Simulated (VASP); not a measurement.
# CuI (zincblende type) (F-43m) in VASP: relaxation of cell and atoms with PBE

Aim: the relaxation of cell and atoms of CuI (zincblende type) with PBE.

All numbers are computed with VASP 6.6.1; they aren't measurements. Logs are shortened: lines on timing, memory, paths and dates and some standing lists are left out, and cuts for length are marked.

### 1 The cell of the first run

Symmetry: F-43m, No. 216, cubic system. The conventional cell has a = 6.037 Å, b = 6.037 Å, c = 6.037 Å, α = 90.00°, β = 90.00°, γ = 90.00°. Cu (site symmetry -43m) has 4 I at 2.61 Å within 3.4 Å. Within 3.4 Å of I (site symmetry -43m) lie 4 Cu at 2.61 Å.

### 2 Relaxation of cell and atoms, PBE

Input file INCAR:

```
ALGO = Normal ; EDIFF = 1E-6
EDIFFG = -0.005 ; ENCUT = 600
GGA = PE ; IBRION = 2
ISIF = 3 ; ISMEAR = -1
LASPH = True ; LCHARG = False
LREAL = False ; LWAVE = False
NELM = 80 ; NSW = 100
PREC = Accurate ; SIGMA = 0.05
```

Input file KPOINTS:

```
k-points
0
Gamma
  12 12 12
```

Input file POSCAR:

```
CuI
1.0
    0.0000000000      3.0187072258      3.0187072258
    3.0187072258      0.0000000000      3.0187072258
    3.0187072258      3.0187072258      0.0000000000
Cu I
1 1
Direct
    0.0000000000      0.0000000000      0.0000000000
    0.2500000000      0.2500000000      0.2500000000
```

Potentials or basis: VASP PAW PBE potentials, release 64 (Cu, I).

On the command line:

```
$ cat potpaw_PBE.64/Cu/POTCAR potpaw_PBE.64/I/POTCAR > POTCAR
$ mpirun -np 1 vasp_std > vasp.out
```

OUTCAR:

```text
EDIFF = 1E-6
   EDIFFG = -0.005
   ENCUT = 600
   GGA = PE
   IBRION = 2
   ISIF = 3
   ISMEAR = -1
   LASPH = True
   LREAL = False
   NELM = 80
   NSW = 100
   PREC = Accurate

 ion  position               nearest neighbor table
   1  0.000  0.000  0.000-   2 2.61   2 2.61   2 2.61   2 2.61
   2  0.250  0.250  0.250-   1 2.61   1 2.61   1 2.61   1 2.61

  LATTYP: Found a face centered cubic cell.
 ALAT       =     6.0374144516

  Lattice vectors:

 A1 = (   0.0000000000,   3.0187072258,   3.0187072258)
 A2 = (   3.0187072258,   0.0000000000,   3.0187072258)
 A3 = (   3.0187072258,   3.0187072258,   0.0000000000)

Analysis of symmetry for initial positions (statically):
=====================================================================
 Subroutine PRICEL returns:
 Original cell was already a primitive cell.

 Routine SETGRP: Setting up the symmetry group for a
 face centered cubic supercell.

 Subroutine GETGRP returns: Found 24 space group operations
 (whereof 24 operations were pure point group operations)
 out of a pool of 48 trial point group operations.

The static configuration has the point symmetry T_d .

Analysis of symmetry for dynamics (positions and initial velocities):
=====================================================================
 Subroutine PRICEL returns:
 Original cell was already a primitive cell.

 Routine SETGRP: Setting up the symmetry group for a
 face centered cubic supercell.

 Subroutine GETGRP returns: Found 24 space group operations
 (whereof 24 operations were pure point group operations)
 out of a pool of 48 trial point group operations.

The dynamic configuration has the point symmetry T_d .

 Subroutine INISYM returns: Found 24 space group operations
 (whereof 24 operations are pure point group operations),
 and found     1 'primitive' translations

----------------------------------------------------------------------------------------

                                     Primitive cell

  volume of cell :      55.0165

  direct lattice vectors                    reciprocal lattice vectors
     0.000000000  3.018707226  3.018707226    -0.165633817  0.165633817  0.165633817
     3.018707226  0.000000000  3.018707226     0.165633817 -0.165633817  0.165633817
     3.018707226  3.018707226  0.000000000     0.165633817  0.165633817 -0.165633817

  length of vectors
     4.269096700  4.269096700  4.269096700     0.286886186  0.286886186  0.286886186

  position of ions in fractional coordinates (direct lattice)
     0.000000000  0.000000000  0.000000000
     0.250000000  0.250000000  0.250000000

  ion indices of the primitive-cell ions
   primitive index   ion index
                 1           1
                 2           2

----------------------------------------------------------------------------------------

 KPOINTS: k-points

Automatic generation of k-mesh.
 Grid dimensions read from file:
 generate k-points for:   12   12   12

 Generating k-lattice:

  Cartesian coordinates                     Fractional coordinates (reciprocal lattice)
    -0.013802818  0.013802818  0.013802818     0.083333333  0.000000000  0.000000000
     0.013802818 -0.013802818  0.013802818     0.000000000  0.083333333  0.000000000
     0.013802818  0.013802818 -0.013802818     0.000000000  0.000000000  0.083333333

  Length of vectors
     0.023907182  0.023907182  0.023907182

  Shift w.r.t. Gamma in fractional coordinates (k-lattice)
     0.000000000  0.000000000  0.000000000

 Subroutine IBZKPT returns following result:
 ===========================================

 Found     72 irreducible k-points:
[... 51 lines left out ...]
   NFREE  =      1    steps in history (QN), initial steepest desc. (CG)
   ISIF   =      3    stress and relaxation
   ISYM   =      2    0-nonsym 1-usesym 2-fastsym
   POTIM  = 0.5000    time-step for ionic-motion
   TEBEG  =    0.0;   TEEND  =   0.0 temperature during run
   PSTRESS=    0.0 pullay stress
   NELECT =      18.0000    total number of electrons
   NUPDOWN=      -1.0000    fix difference up-down
   EMIN   =  10.00;   EMAX   =-10.00  energy-range for DOS
   EFERMI =   0.00;   METHOD = LEGACY
   ISMEAR =    -1;   SIGMA  =   0.05  broadening in eV -4-tet -1-fermi 0-gaus
   EFERMI_NEDOS =   21; number of points for ismear=-14 and -15
   IALGO  =     38    algorithm
   IMIX   =      4    mixing-type and parameters
     AMIX     =   0.40;   BMIX     =  1.00
     AMIX_MAG =   1.60;   BMIX_MAG =  1.00
  volume/ion in A,a.u.               =      27.51       185.63
  Fermi-wavevector in a.u.,A,eV,Ry     =   1.128066  2.131736 17.313874  1.272534
  Thomas-Fermi vector in A             =   2.264755
   LORBIT       =      0    0 simple, 1 ext, 2 COOP (PROOUT), +10 PAW based schemes
   GGA     = PE    functional components
   LHFCALC =     F    Hartree Fock is set to
   AEXX    =    0.0000 exact exchange contribution
   IVDW    =     0    specifies the selected vdW correction
   LEPSILON=     F    determine dielectric tensor
   LRPA    =     F    only Hartree local field effects (RPA)
 conjugate gradient relaxation of ions
 non-spin polarized calculation
  energy-cutoff  :      600.00
  volume of cell :       55.02
 maximum number of plane-waves:      1859
 NGX is ok and might be reduce to    36
   NGX = 17   NGY = 17   NGZ = 17

--------------------------------------- Ionic step        1  -------------------------------------------

 number of electron      18.0000002 magnetization

 Free energy of the ion-electron system (eV)
  ---------------------------------------------------
  ext. energy  EPLUGINS =         0.00000000
  ---------------------------------------------------
  free energy    TOTEN  =        -5.55944380 eV

  energy without entropy =       -5.55944375  energy(sigma->0) =       -5.55944378

------------------------ aborting loop because EDIFF is reached ----------------------------------------

  FORCE on cell =-STRESS in cart. coord.  units (eV):
  Direction    XX          YY          ZZ          XY          YZ          ZX
  --------------------------------------------------------------------------------------
  -------------------------------------------------------------------------------------
  Total        0.3026042      0.3026042      0.3026042     -0.0000000      0.0000000     -0.0000000
  in kB        8.8123672      8.8123672      8.8123672     -0.0000000      0.0000000     -0.0000000
  external PRESSURE =       8.8123672 kB  Pullay stress =       0.0000000 kB

 VOLUME and BASIS-vectors are now :
 -----------------------------------------------------------------------------
  energy-cutoff  :      600.00
  volume of cell :       55.02
      direct lattice vectors                 reciprocal lattice vectors
     0.000000000  3.018707226  3.018707226    -0.165633817  0.165633817  0.165633817
     3.018707226  0.000000000  3.018707226     0.165633817 -0.165633817  0.165633817
     3.018707226  3.018707226  0.000000000     0.165633817  0.165633817 -0.165633817

 POSITION                                       TOTAL-FORCE (eV/Angst)
 -----------------------------------------------------------------------------------
      0.00000      0.00000      0.00000         0.000000     -0.000000      0.000000
      1.50935      1.50935      1.50935        -0.000000      0.000000     -0.000000
 -----------------------------------------------------------------------------------
    total drift:                               -0.000001     -0.000001     -0.000001

  FREE ENERGIE OF THE ION-ELECTRON SYSTEM (eV)
  ---------------------------------------------------
  free  energy   TOTEN  =        -5.5594437969 eV

  energy  without entropy=       -5.5594437541  energy(sigma->0) =       -5.55944378

--------------------------------------- Ionic step        2  -------------------------------------------

 number of electron      18.0000009 magnetization

 Free energy of the ion-electron system (eV)
  ---------------------------------------------------
  ext. energy  EPLUGINS =         0.00000000
  ---------------------------------------------------
  free energy    TOTEN  =        -5.56277629 eV

  energy without entropy =       -5.56277621  energy(sigma->0) =       -5.56277625

 E-fermi :   4.9567     XC(G=0):  -8.8953

 val. band max:        4.3317547840   @ k =   0.0000   0.0000   0.0000
 cond. band min:       5.4512018391   @ k =   0.0000   0.0000   0.0000
 fundamental gap:      1.1194470551
 Fermi energy:         4.9567029471

 k-point     1 :       0.0000    0.0000    0.0000
  band No.  band energies     occupation
      1      -9.6314      2.00000
      2       0.7338      2.00000
      3       0.7338      2.00000
      4       0.7338      2.00000
      5       2.5184      2.00000
      6       2.5184      2.00000
      7       4.3318      1.99999
      8       4.3318      1.99999
      9       4.3318      1.99999
     10       5.4512      0.00010
     11       9.2134      0.00000
     12       9.2134      0.00000
     13       9.2134      0.00000
[... 354 lines left out ...]
  band No.  band energies     occupation
      1      -9.0400      2.00000
      2      -1.0170      2.00000
      3       0.3656      2.00000
      4       0.7448      2.00000
      5       2.4847      2.00000
      6       2.5259      2.00000
      7       2.6417      2.00000
      8       3.1859      2.00000
      9       3.5020      2.00000
     10       7.3644      0.00000
     11       9.2508      0.00000
     12      10.3631      0.00000
     13      11.5586      0.00000

 [... further k-points ...]
[... 5 lines left out ...]
  --------------------------------------------------------------------------------------
  -------------------------------------------------------------------------------------
  Total        0.0078759      0.0078759      0.0078759      0.0000000      0.0000000      0.0000000
  in kB        0.2244091      0.2244091      0.2244091      0.0000000      0.0000000      0.0000000
  external PRESSURE =       0.2244091 kB  Pullay stress =       0.0000000 kB

 VOLUME and BASIS-vectors are now :
 -----------------------------------------------------------------------------
  energy-cutoff  :      600.00
  volume of cell :       56.23
      direct lattice vectors                 reciprocal lattice vectors
    -0.000000000  3.040741420  3.040741420    -0.164433581  0.164433581  0.164433581
     3.040741420  0.000000000  3.040741420     0.164433581 -0.164433581  0.164433581
     3.040741420  3.040741420  0.000000000     0.164433581  0.164433581 -0.164433581

 POSITION                                       TOTAL-FORCE (eV/Angst)
 -----------------------------------------------------------------------------------
      3.04074      6.08148      3.04074         0.000000      0.000000      0.000000
      1.52037      1.52037      1.52037        -0.000000     -0.000000     -0.000000
 -----------------------------------------------------------------------------------
    total drift:                               -0.000001     -0.000001     -0.000001

  FREE ENERGIE OF THE ION-ELECTRON SYSTEM (eV)
  ---------------------------------------------------
  free  energy   TOTEN  =        -5.5627762892 eV

  energy  without entropy=       -5.5627762134  energy(sigma->0) =       -5.56277625

 reached required accuracy - stopping structural energy minimisation
```

Wall time 2.2 min (1 thread of Oxide Virtual Turin-like, shared host); peak memory 0.22 GiB.

What came out:

- Free energy: -5.5628 eV
- Relaxed volume: 28.12 Å³/atom
- Relaxed cell: a = 4.300 Å, b = 4.300 Å, c = 4.300 Å, α = 60.00°, β = 60.00°, γ = 60.00°
- Space group after relaxing (to 0.05 Å): F-43m (No. 216)
- Energy gained by relaxing: 1.7 meV/atom
- Ionic steps: 2
- Pressure after relaxing: 0.0 GPa
- Band gap on the k mesh: 1.12 eV, direct

Step by step:
```csv
step,energy change (eV),largest force (eV/Å),pressure (GPa),volume (Å³)
1,0.0000,0.0000,0.88,55.02
2,-0.0033,0.0000,0.02,56.23
```

Final structure:
```cif
data_structure
_symmetry_space_group_name_H-M 'P 1'
_symmetry_Int_Tables_number 1
_cell_length_a 4.3003
_cell_length_b 4.3003
_cell_length_c 4.3003
_cell_angle_alpha 60.000
_cell_angle_beta 60.000
_cell_angle_gamma 60.000
_cell_volume 56.23
loop_
_atom_site_label
_atom_site_type_symbol
_atom_site_fract_x
_atom_site_fract_y
_atom_site_fract_z
_atom_site_occupancy
Cu1 Cu 0.00000 0.00000 0.00000 1
I1 I 0.25000 0.25000 0.25000 1
```

Caveat: spin-orbit coupling is left out, which moves the levels of the heavy elements.
